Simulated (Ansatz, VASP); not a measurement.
**One calculation of Cu3O2, two programs**

File INCAR:

```
SYSTEM = Cu3O2
PREC = Accurate ; ENCUT = 520
EDIFF = 1E-7 ; ISMEAR = 0
SIGMA = 0.15 ; LREAL = .False.
LASPH = .True. ; NELM = 80
ALGO = Normal ; ISIF = 2
LWAVE = .False. ; LCHARG = .False.
GGA = PE ; NBANDS = 30
```

The input KPOINTS:

```
Automatic mesh
0
Gamma
  14 14 14
  0 0 0
```

Contents of POSCAR:

```
Cu3O2
1.0
   -2.0536500000      2.0536500000      3.8665000000
    2.0536500000     -2.0536500000      3.8665000000
    2.0536500000      2.0536500000     -3.8665000000
Cu O
3 2
Direct
    0.2500000000      0.7500000000      0.5000000000
    0.7500000000      0.2500000000      0.5000000000
    0.0000000000      0.0000000000      0.0000000000
    0.0000000000      0.5000000000      0.5000000000
    0.5000000000      0.0000000000      0.5000000000
```

Input for Ansatz:

```yaml
crystal:
  lattice:
    - [-2.05365, 2.05365, 3.8665]
    - [2.05365, -2.05365, 3.8665]
    - [2.05365, 2.05365, -3.8665]
  atoms:
    - { symbol: Cu, position: [0.25, 0.75, 0.5] }
    - { symbol: Cu, position: [0.75, 0.25, 0.5] }
    - { symbol: Cu, position: [0.0, 0.0, 0.0] }
    - { symbol: O, position: [0.0, 0.5, 0.5] }
    - { symbol: O, position: [0.5, 0.0, 0.5] }
basis:
  ecutwfc: 520.0
kpoints:
  mp_grid: { grid: [14, 14, 14] }
hamiltonian:
  xc: pbe
  pseudopotentials: { kind: paw, azcp: { folder: soft_1 } }
scf:
  occupations: { method: gaussian, width: 0.15 }
output:
  forces: true
  stress: true
  eigenvalues: true
  write_density: true
  write_potential: true
  elf: true
  volumetric_format: npy
```

Alike in both runs: task single point; functional PBE; k mesh 14 × 14 × 14; occupations gaussian, width 0.15 eV; no spin polarisation.

|  | VASP | Ansatz |
| --- | --- | --- |
| version | VASP 6.6.1 | Ansatz 0.2.0 |
| potentials or method | VASP PAW PBE potentials, release 64 (Cu, O), cutoff 520 eV | scalar-relativistic, plane waves, PAW |
| valence electrons in the cell | 45 | 69 |

Ansatz gave:

| Property | Result |
| --- | --- |
| gap on the k mesh at the Fermi level (eV) | none |
| pressure (GPa) | -10.1 |
| traceless stress, the component that is largest in VASP (GPa) | -10.22 |

**Question.** Estimate VASP's values.

**Answer.** gap on the k mesh at the Fermi level (eV): none; pressure (GPa): -9.7; traceless stress, the component that is largest in VASP (GPa): -9.85.

A gap of «none» marks a metal or a gap that the smearing closes. VASP's potentials hold 45 valence electrons a cell and Ansatz's 69, so a difference there can come from the potentials and not from the codes.
